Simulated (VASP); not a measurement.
Here is a VASP 6.6.1 calculation.

Contents of INCAR:

```
SYSTEM = Al31ZnO48
  PREC = Accurate
  ENCUT = 520
  EDIFF = 1E-6
  ISMEAR = -1
  SIGMA = 0.01
  LREAL = Auto
  LASPH = .True.
  NELM = 120
  ALGO = Normal
  ISIF = 2
  LWAVE = .False.
  LCHARG = .True.
  GGA = PE
  LELF = .True.
  LVHAR = .True.
  NELECT = 392.0
  NBANDS = 242
  GGA_COMPAT = .False.
```

KPOINTS

```
Automatic mesh
0
Gamma
  1 1 1
  0 0 0
```

Contents of POSCAR:

```
Al31ZnO48
1.0
    4.8078835219      2.7758328473      8.7484141895
   -4.8078835219      2.7758328473      8.7484141895
    0.0000000000     -5.5516656895      8.7484141911
Al Zn O
31 1 48
Direct
    0.3238338815      0.3242167351      0.3237571727
    0.0738936047      0.0742837547      0.0738453380
    0.1761381916      0.1765821606      0.1760804045
    0.3236715998      0.3222583596      0.8275136278
    0.4246656372      0.4284344028      0.9260720727
    0.0746446903      0.0743428374      0.5730365487
    0.1726814546      0.1763621771      0.6781519976
    0.3218476515      0.8279927751      0.3235982511
    0.4279911368      0.9265278279      0.4246242664
    0.0739047039      0.5735039797      0.0746366186
    0.1759741669      0.6786257204      0.1726163249
    0.3251732248      0.8240426462      0.8231835840
    0.4256840568      0.9273313571      0.9253432626
    0.0718505866      0.5751107848      0.5745720448
    0.1760635463      0.6776687577      0.6770781296
    0.8275339287      0.3240980597      0.3218026970
    0.9260756769      0.4251167511      0.4279589854
    0.5730794236      0.0751061042      0.0738531550
    0.6782183804      0.1730884003      0.1758983216
    0.8232483130      0.3255652642      0.8235866603
    0.9253962476      0.4260954472      0.9268558203
    0.5745972706      0.0722491295      0.5746505947
    0.6771237168      0.1764564156      0.6772245837
    0.8236407878      0.8236689087      0.3251113239
    0.9269082080      0.9258047537      0.4256534641
    0.5747006746      0.5750558247      0.0717845367
    0.6772260784      0.6775805658      0.1759939059
    0.8247799829      0.8251989804      0.8247406902
    0.9265317569      0.9269475876      0.9264703248
    0.5740758328      0.5745254550      0.5740693207
    0.6761136150      0.6765145520      0.6760854297
    0.4285251514      0.4289448574      0.4284567559
    0.2223217923      0.0284538240      0.3744403045
    0.4723210689      0.1254780773      0.2768336794
    0.0279913924      0.3749172600      0.2223039676
    0.3744848002      0.2227950846      0.0279533387
    0.1250457814      0.2773275366      0.4722596713
    0.2768855973      0.4727551264      0.1250135264
    0.2214775268      0.0286103706      0.8750480527
    0.4716721502      0.1260119204      0.7771612862
    0.0277335296      0.3755550610      0.7217391394
    0.3753733097      0.2129118217      0.5288589546
    0.1238541597      0.2786408721      0.9730498165
    0.2663307870      0.4737136762      0.6373049827
    0.2125372133      0.5293347461      0.3753296883
    0.4733246698      0.6377770816      0.2662662152
    0.0281897382      0.8755122218      0.2214363858
    0.3751384637      0.7222187377      0.0276801613
    0.1256026886      0.7776260816      0.4716221709
    0.2782102367      0.9735369641      0.1238038589
    0.2213865242      0.5297215883      0.8759780124
    0.4719076761      0.6256313980      0.7777766403
    0.0284658003      0.8759246482      0.7218641665
    0.3756132387      0.7216760146      0.5271690294
    0.1253140847      0.7792253954      0.9714592346
    0.2791470595      0.9706989148      0.6244979591
    0.7217960557      0.0281423189      0.3750928382
    0.9730787098      0.1242771163      0.2781793709
    0.5289435419      0.3757930250      0.2124571345
    0.8751128094      0.2218758510      0.0281428805
    0.6373266602      0.2667394757      0.4732496238
    0.7772258487      0.4720926451      0.1255491108
    0.7219334875      0.0288759975      0.8754555861
    0.9715164139      0.1257331417      0.7787327897
    0.5272196383      0.3760395623      0.7211812557
    0.8760065592      0.2218245039      0.5292341778
    0.6245575234      0.2795554841      0.9702368307
    0.7778209930      0.4723390411      0.6251655634
    0.7212227741      0.5276615635      0.3755713994
    0.9702869085      0.6249712356      0.2791071114
    0.5292679278      0.8764734196      0.2213331316
    0.8755025799      0.7223539479      0.0284175985
    0.6252168214      0.7782599027      0.4718463977
    0.7788043086      0.9719273220      0.1252601422
    0.7224928530      0.5288067115      0.8741574546
    0.9702370696      0.6258056257      0.7794167130
    0.5283938565      0.8746066621      0.7224356675
    0.8741904445      0.7228977897      0.5283713621
    0.6254030167      0.7798930481      0.9701406182
    0.7794594815      0.9706663821      0.6253270439
```

Potentials or basis: VASP PAW PBE potentials, release 64 (Al, Zn, O).

The run is started by

```console
$ cat potpaw_PBE.64/Al/POTCAR potpaw_PBE.64/Zn/POTCAR potpaw_PBE.64/O/POTCAR > POTCAR
$ mpirun -np 1 vasp_gam > vasp.out
```

Task: What does it give for the largest force?

Result: 0.073 eV/Å.

Forces in eV/Å, atoms in the order of the input:
```
Al  -0.001 -0.001 -0.003
Al  -0.002  0.000 -0.004
Al  -0.003 -0.001  0.013
Al  -0.003  0.005 -0.014
Al   0.007  0.003  0.006
Al   0.005  0.003 -0.009
Al   0.000  0.000  0.012
Al   0.004 -0.003 -0.013
Al  -0.001 -0.005  0.010
Al  -0.002 -0.002 -0.010
Al  -0.002 -0.001  0.009
Al  -0.001  0.002 -0.009
Al   0.001  0.001  0.010
Al   0.008  0.000 -0.005
Al   0.004  0.002  0.003
Al   0.000 -0.001 -0.012
Al  -0.001  0.003  0.007
Al   0.000  0.002 -0.009
Al  -0.001  0.000  0.012
Al  -0.003  0.001 -0.009
Al  -0.004  0.001  0.011
Al  -0.006  0.007 -0.008
Al  -0.005  0.004  0.006
Al   0.001 -0.003 -0.010
Al   0.000  0.000  0.008
Al   0.001 -0.011 -0.007
Al   0.003 -0.007  0.005
Al   0.002  0.001 -0.013
Al   0.000 -0.001  0.012
Al   0.003  0.002 -0.012
Al  -0.002  0.005  0.012
Zn  -0.001  0.000 -0.004
O   -0.001  0.000  0.001
O    0.000 -0.003  0.000
O    0.001  0.003  0.002
O    0.004 -0.004  0.000
O   -0.002  0.001 -0.002
O    0.004  0.001 -0.002
O   -0.003 -0.003 -0.001
O   -0.002 -0.004  0.000
O    0.002 -0.001 -0.002
O    0.016 -0.024 -0.028
O   -0.001  0.001  0.000
O   -0.036 -0.053  0.031
O   -0.027 -0.002 -0.029
O   -0.032  0.059  0.029
O   -0.001  0.004  0.000
O    0.001 -0.001 -0.001
O   -0.001  0.003  0.000
O    0.003  0.002 -0.001
O   -0.003 -0.004  0.005
O    0.000 -0.003  0.003
O   -0.001  0.002  0.004
O    0.000 -0.002  0.001
O   -0.001  0.003  0.000
O    0.005  0.002 -0.002
O    0.000  0.000 -0.002
O    0.001  0.000  0.000
O    0.012  0.025 -0.030
O    0.003  0.001 -0.001
O    0.064 -0.003  0.032
O    0.002  0.002 -0.003
O   -0.004 -0.001  0.002
O   -0.002 -0.004  0.000
O    0.002  0.000  0.003
O    0.004 -0.004  0.004
O   -0.006  0.005 -0.002
O    0.002 -0.002  0.002
O   -0.001 -0.001  0.001
O   -0.003 -0.005 -0.002
O   -0.001  0.005  0.004
O    0.002 -0.001  0.003
O   -0.001 -0.001  0.001
O    0.002  0.001 -0.001
O   -0.004  0.003 -0.004
O   -0.005 -0.005  0.000
O    0.003  0.001 -0.002
O    0.001 -0.003 -0.002
O   -0.004  0.004  0.001
O    0.007 -0.003  0.000
```

Caveat: the k points lie up to 0.79 Å⁻¹ apart; the cell carries a net charge on a neutralising background, which shifts energy and pressure.
